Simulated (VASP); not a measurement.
# CuO (Cc) in VASP: single point with PBE+U

Aim: the single point of CuO with PBE+U.

Everything below comes from runs of VASP 6.6.1. Logs are shortened: lines on timing, memory, paths and dates and some standing lists are left out, and cuts for length are marked.

## Step 1: The cell of the first run

Symmetry: Cc, No. 9, monoclinic system. Conventional cell: a = 4.689 Å, b = 3.427 Å, c = 5.132 Å, α = 90.00°, β = 99.65°, γ = 90.00°. Within 2.5 Å of Cu (site symmetry 1) lie 4 O at 1.91 to 2.02 Å. O (site symmetry 1) has 4 Cu at 1.91 to 2.02 Å within 2.5 Å.

## Step 2: Single point, PBE+U, collinear spin

The input, INCAR:

```
PREC     = Accurate       # precision mode
ENCUT    = 520            # plane-wave cutoff, eV
EDIFF    = 1E-6           # SCF threshold, eV
ISMEAR   = 0              # smearing method
SIGMA    = 0.05           # smearing width, eV
LREAL    = F              # projectors in reciprocal space
LASPH    = T              # aspherical terms in the spheres
NELM     = 150            # most SCF steps
ALGO     = Normal         # electronic algorithm
ISIF     = 2              # what is computed and relaxed
LWAVE    = F              # write WAVECAR
LCHARG   = F              # write CHGCAR
ISPIN    = 2              # spin polarisation
MAGMOM   = 0.25 0.25 0.25 0.25 0 0 0 0 # initial moments
LORBIT   = 11             # projections on sites
NUPDOWN  = 1.0            # fixed moment
LMAXMIX  = 4              # l up to which the mixer works
LDAU     = T              # DFT+U
LDAUTYPE = 2            
LDAUL    = 2 -1           # shell
LDAUU    = 6 0            # U, eV
LDAUJ    = 0 0          
LDAUPRINT= 1            
GGA      = PE             # functional
NBANDS   = 48             # bands
```

The input, KPOINTS:

```
Automatic mesh
0
Gamma
  7 7 2
```

The input, POSCAR:

```
CuO
1.0
    2.3446497600     -1.7133998200      0.0000000000
    2.3446497600      1.7133998200      0.0000000000
   -1.7210998200      0.0000000000     10.1188789600
Cu O
4 4
Direct
    0.0032000000      0.4968000000      0.0000000000
    0.4968000000      0.0032000000      0.2500000000
    0.0032000000      0.4968000000      0.5000000000
    0.4968000000      0.0032000000      0.7500000000
    0.5714000000      0.4056000000      0.1268500000
    0.4056000000      0.5714000000      0.3768500000
    0.5714000000      0.4056000000      0.6268500000
    0.4056000000      0.5714000000      0.8768500000
```

Potentials or basis: VASP PAW PBE potentials, release 64 (Cu, O).

Launch:

```sh
cat potpaw_PBE.64/Cu/POTCAR potpaw_PBE.64/O/POTCAR > POTCAR
mpirun -np 1 vasp_std > vasp.out
```

OUTCAR:

```text
PREC = Accurate
   ENCUT = 520
   EDIFF = 1E-6
   ISMEAR = 0
   LREAL = F
   LASPH = T
   NELM = 150
   ISIF = 2
   ISPIN = 2
   LORBIT = 11
   NUPDOWN = 1.0
   GGA = PE

 ion  position               nearest neighbor table
   1  0.003  0.497  0.000-   8 1.91   5 1.93   8 1.98   5 2.02
   2  0.497  0.003  0.250-   5 1.91   6 1.93   5 1.98   6 2.02
   3  0.003  0.497  0.500-   6 1.91   7 1.93   6 1.98   7 2.02
   4  0.497  0.003  0.750-   7 1.91   8 1.93   7 1.98   8 2.02
   5  0.571  0.406  0.127-   2 1.91   1 1.93   2 1.98   1 2.02
   6  0.406  0.571  0.377-   3 1.91   2 1.93   3 1.98   2 2.02
   7  0.571  0.406  0.627-   4 1.91   3 1.93   4 1.98   3 2.02
   8  0.406  0.571  0.877-   1 1.91   4 1.93   1 1.98   4 2.02
[... 9 lines left out ...]
 A1 = (   2.3446497600,  -1.7133998200,   0.0000000000)
 A2 = (   2.3446497600,   1.7133998200,   0.0000000000)
 A3 = (  -1.7210998200,   0.0000000000,  10.1188789600)

Analysis of symmetry for initial positions (statically):
=====================================================================
 Subroutine PRICEL returns following result:

  LATTYP: Found a base centered monoclinic cell.
 ALAT       =     4.6892995200
 B/A-ratio  =     0.7307700490
 C/A-ratio  =     1.0944283419
 COS(beta)  =    -0.1676798045
[... 12 lines left out ...]
 Subroutine GETGRP returns: Found  2 space group operations
 (whereof  1 operations were pure point group operations)
 out of a pool of  4 trial point group operations.

The static configuration has the point symmetry C_1 .
 The point group associated with its full space group is C_1h.

Analysis of symmetry for dynamics (positions and initial velocities):
=====================================================================
 Subroutine PRICEL returns following result:

  LATTYP: Found a base centered monoclinic cell.
 ALAT       =     4.6892995200
 B/A-ratio  =     0.7307700490
 C/A-ratio  =     1.0944283419
 COS(beta)  =    -0.1676798045
[... 12 lines left out ...]
 Subroutine GETGRP returns: Found  2 space group operations
 (whereof  1 operations were pure point group operations)
 out of a pool of  4 trial point group operations.

The dynamic configuration has the point symmetry C_1 .
 The point group associated with its full space group is C_1h.

Analysis of structural, dynamic, and magnetic symmetry:
=====================================================================
 Subroutine PRICEL returns following result:

  LATTYP: Found a base centered monoclinic cell.
 ALAT       =     4.6892995200
 B/A-ratio  =     0.7307700490
 C/A-ratio  =     1.0944283419
 COS(beta)  =    -0.1676798045
[... 12 lines left out ...]
 Subroutine GETGRP returns: Found  2 space group operations
 (whereof  1 operations were pure point group operations)
 out of a pool of  4 trial point group operations.

The overall configuration has the point symmetry C_1 .
 The point group associated with its full space group is C_1h.

 Subroutine INISYM returns: Found  2 space group operations
 (whereof  1 operations are pure point group operations),
 and found     2 'primitive' translations

----------------------------------------------------------------------------------------

                                     Primitive cell

  volume of cell :      40.6508

  direct lattice vectors                    reciprocal lattice vectors
     2.344649760 -1.713399820  0.000000000     0.213251467 -0.291817470  0.036271514
     2.344649760  1.713399820  0.000000000     0.213251467  0.291817470  0.036271514
    -0.860549910  0.000000000  5.059439480     0.000000000  0.000000000  0.197650353

  length of vectors
     2.903983719  2.903983719  5.132102298     0.363248188  0.363248188  0.197650353

  position of ions in fractional coordinates (direct lattice)
[... 94 lines left out ...]
   NELECT =      68.0000    total number of electrons
   NUPDOWN=       1.0000    fix difference up-down
   EMIN   =  10.00;   EMAX   =-10.00  energy-range for DOS
   EFERMI =   0.00;   METHOD = LEGACY
   ISMEAR =     0;   SIGMA  =   0.05  broadening in eV -4-tet -1-fermi 0-gaus
   EFERMI_NEDOS =   21; number of points for ismear=-14 and -15
   IALGO  =     38    algorithm
   IMIX   =      4    mixing-type and parameters
     AMIX     =   0.40;   BMIX     =  1.00
     AMIX_MAG =   1.60;   BMIX_MAG =  1.00
  volume/ion in A,a.u.               =      10.16        68.58
  Fermi-wavevector in a.u.,A,eV,Ry     =   1.542451  2.914810 32.370379  2.379156
  Thomas-Fermi vector in A             =   2.648254
   LORBIT       =     11    0 simple, 1 ext, 2 COOP (PROOUT), +10 PAW based schemes
 LDA+U is selected, type is set to LDAUTYPE =  2
   angular momentum for each species LDAUL =     2   -1
   U (eV)           for each species LDAUU =   6.0  0.0
   J (eV)           for each species LDAUJ =   0.0  0.0
   GGA     = PE    functional components
   LHFCALC =     F    Hartree Fock is set to
   AEXX    =    0.0000 exact exchange contribution
   IVDW    =     0    specifies the selected vdW correction
   LEPSILON=     F    determine dielectric tensor
   LRPA    =     F    only Hartree local field effects (RPA)
 spin polarized calculation
 Gauss-broadening in eV      SIGMA  =   0.05
  energy-cutoff  :      520.00
  volume of cell :       81.30
 maximum number of plane-waves:      2233
 NGX is ok and might be reduce to    24
   NGX = 11   NGY = 11   NGZ = 39

atom =   1  type =  1  l = 2

 onsite density matrix

spin component  1
[... 116 lines left out ...]
  o =  0.6922  v =  0.0000  0.0000  0.0000  0.0000  0.0000 -0.0851 -0.5785 -0.0265 -0.7774  0.2303      0.0000  0.0000  0.0000  0.0000  0.0000  0.0000  0.0000  0.0000  0.0000  0.0000
  o =  0.8796  v = -0.0161 -0.5968  0.0274 -0.7473  0.2904  0.0000  0.0000  0.0000  0.0000  0.0000      0.0000  0.0000  0.0000  0.0000  0.0000  0.0000  0.0000  0.0000  0.0000  0.0000
  o =  0.9544  v =  0.0000  0.0000  0.0000  0.0000  0.0000  0.8672  0.1319  0.4367 -0.1874  0.0693      0.0000  0.0000  0.0000  0.0000  0.0000  0.0000  0.0000  0.0000  0.0000  0.0000
  o =  0.9575  v =  0.8698  0.1875  0.4288 -0.1560 -0.0085  0.0000  0.0000  0.0000  0.0000  0.0000      0.0000  0.0000  0.0000  0.0000  0.0000  0.0000  0.0000  0.0000  0.0000  0.0000
  o =  0.9684  v =  0.0000  0.0000  0.0000  0.0000  0.0000  0.0209  0.4180 -0.2761 -0.5108 -0.6983      0.0000  0.0000  0.0000  0.0000  0.0000  0.0000  0.0000  0.0000  0.0000  0.0000
  o =  0.9698  v = -0.0416  0.3840 -0.3046 -0.5720 -0.6565  0.0000  0.0000  0.0000  0.0000  0.0000      0.0000  0.0000  0.0000  0.0000  0.0000  0.0000  0.0000  0.0000  0.0000  0.0000
  o =  0.9702  v =  0.0000  0.0000  0.0000  0.0000  0.0000  0.1051 -0.6530  0.2101  0.2694 -0.6678      0.0000  0.0000  0.0000  0.0000  0.0000  0.0000  0.0000  0.0000  0.0000  0.0000
  o =  0.9713  v = -0.0678  0.6379 -0.2173 -0.2466  0.6931  0.0000  0.0000  0.0000  0.0000  0.0000      0.0000  0.0000  0.0000  0.0000  0.0000  0.0000  0.0000  0.0000  0.0000  0.0000
  o =  0.9779  v =  0.0000  0.0000  0.0000  0.0000  0.0000 -0.4788  0.2166  0.8296 -0.1644 -0.0925      0.0000  0.0000  0.0000  0.0000  0.0000  0.0000  0.0000  0.0000  0.0000  0.0000
  o =  0.9789  v =  0.4866 -0.2331 -0.8218  0.1709  0.0652  0.0000  0.0000  0.0000  0.0000  0.0000      0.0000  0.0000  0.0000  0.0000  0.0000  0.0000  0.0000  0.0000  0.0000  0.0000

 number of electron      67.9999999 magnetization       1.0000001

 Free energy of the ion-electron system (eV)
  ---------------------------------------------------
  ext. energy  EPLUGINS =         0.00000000
  ---------------------------------------------------
  free energy    TOTEN  =       -31.30514897 eV

  energy without entropy =      -31.29911700  energy(sigma->0) =      -31.30213299

 E-fermi :   5.2526     XC(G=0): -11.8152

 val. band max:        5.2426952305   @ k =  -0.2857   0.1429   0.5000
 cond. band min:       4.9801110538   @ k =   0.0000   0.0000   0.0000
 fundamental gap:     -0.2625841767
 Fermi energy:         4.9732658243

 spin component 1

 k-point     1 :       0.0000    0.0000    0.0000
  band No.  band energies     occupation
      1     -14.4248      1.00000
      2     -13.8278      1.00000
      3     -13.8278      1.00000
      4     -13.1049      1.00000
      5      -2.9539      1.00000
      6      -1.1778      1.00000
[... 2345 lines left out ...]
     45      17.0390      0.00000
     46      17.8088      0.00000

 [... further k-points ...]

 [bands above 46 left out]

------------------------ aborting loop because EDIFF is reached ----------------------------------------

  FORCE on cell =-STRESS in cart. coord.  units (eV):
  Direction    XX          YY          ZZ          XY          YZ          ZX
  --------------------------------------------------------------------------------------
  -------------------------------------------------------------------------------------
  Total        1.0719067      1.3686797      0.6120293      0.0000000      0.0000000     -0.3665305
  in kB       21.1236259     26.9720105     12.0610101      0.0000000      0.0000000     -7.2230666
  external PRESSURE =      20.0522155 kB  Pullay stress =       0.0000000 kB

 VOLUME and BASIS-vectors are now :
 -----------------------------------------------------------------------------
  energy-cutoff  :      520.00
  volume of cell :       81.30
      direct lattice vectors                 reciprocal lattice vectors
     2.344649760 -1.713399820  0.000000000     0.213251467 -0.291817470  0.036271514
     2.344649760  1.713399820  0.000000000     0.213251467  0.291817470  0.036271514
    -1.721099820  0.000000000 10.118878960     0.000000000  0.000000000  0.098825177

 POSITION                                       TOTAL-FORCE (eV/Angst)
 -----------------------------------------------------------------------------------
      1.17232      0.84573      0.00000        -0.585509      0.301710      0.237978
      0.74205     -0.84573      2.52972        -0.585509     -0.301710      0.237978
      0.31177      0.84573      5.05944        -0.585509      0.301710      0.237978
     -0.11850     -0.84573      7.58916        -0.585509     -0.301710      0.237978
      2.07240     -0.28408      1.28358         0.585509      0.200882     -0.237978
      1.64213      0.28408      3.81330         0.585509     -0.200882     -0.237978
      1.21185     -0.28408      6.34302         0.585509      0.200882     -0.237978
      0.78158      0.28408      8.87274         0.585509     -0.200882     -0.237978
 -----------------------------------------------------------------------------------
    total drift:                               -0.000129     -0.000000     -0.001198

  FREE ENERGIE OF THE ION-ELECTRON SYSTEM (eV)
  ---------------------------------------------------
  free  energy   TOTEN  =       -31.3051489715 eV

  energy  without entropy=      -31.2991170024  energy(sigma->0) =      -31.30213299

 total charge

# of ion       s       p       d       tot
------------------------------------------
    1        0.359   0.372   9.297  10.028
    2        0.359   0.372   9.297  10.028
    3        0.359   0.372   9.297  10.028
    4        0.359   0.372   9.297  10.028
    5        1.575   3.372   0.000   4.947
    6        1.575   3.372   0.000   4.947
    7        1.575   3.372   0.000   4.947
    8        1.575   3.372   0.000   4.947
--------------------------------------------------
tot          7.735  14.976  37.189  59.900

 magnetization (x)

# of ion       s       p       d       tot
------------------------------------------
    1       -0.001   0.002   0.194   0.196
    2       -0.001   0.002   0.194   0.196
    3       -0.001   0.002   0.194   0.196
    4       -0.001   0.002   0.194   0.196
    5        0.004   0.045   0.000   0.049
    6        0.004   0.045   0.000   0.049
    7        0.004   0.045   0.000   0.049
    8        0.004   0.045   0.000   0.049
--------------------------------------------------
tot          0.013   0.190   0.777   0.980
```

Wall time 4 min (1 thread of AMD EPYC 7R13 (Zen 3), shared host); peak memory 0.31 GiB.

Results:

* Free energy: -31.3051 eV
* Pressure: 2.0 GPa
* Largest force: 0.700 eV/Å
* Net moment: 1.00 μB per cell
* Site moments: Cu +0.20; O +0.05 μB
* Valence electrons inside the program's atomic spheres: Cu 10.03; O 4.95

Forces on the atoms (eV/Å):
```
Cu  -0.586  0.302  0.238
Cu  -0.586 -0.302  0.238
Cu  -0.586  0.302  0.238
Cu  -0.586 -0.302  0.238
O    0.586  0.201 -0.238
O    0.586 -0.201 -0.238
O    0.586  0.201 -0.238
O    0.586 -0.201 -0.238
```

Eigenvalues of the final occupation matrices:
```tsv
site	spin	trace	eigenvalues
site 1 d	1	4.76	0.88 0.96 0.97 0.97 0.98
site 1 d	2	4.56	0.69 0.95 0.97 0.97 0.98
site 2 d	1	4.76	0.88 0.96 0.97 0.97 0.98
site 2 d	2	4.56	0.69 0.95 0.97 0.97 0.98
site 3 d	1	4.76	0.88 0.96 0.97 0.97 0.98
site 3 d	2	4.56	0.69 0.95 0.97 0.97 0.98
site 4 d	1	4.76	0.88 0.96 0.97 0.97 0.98
site 4 d	2	4.56	0.69 0.95 0.97 0.97 0.98
```

Caveat: the total moment is fixed, so each spin has its own Fermi level.
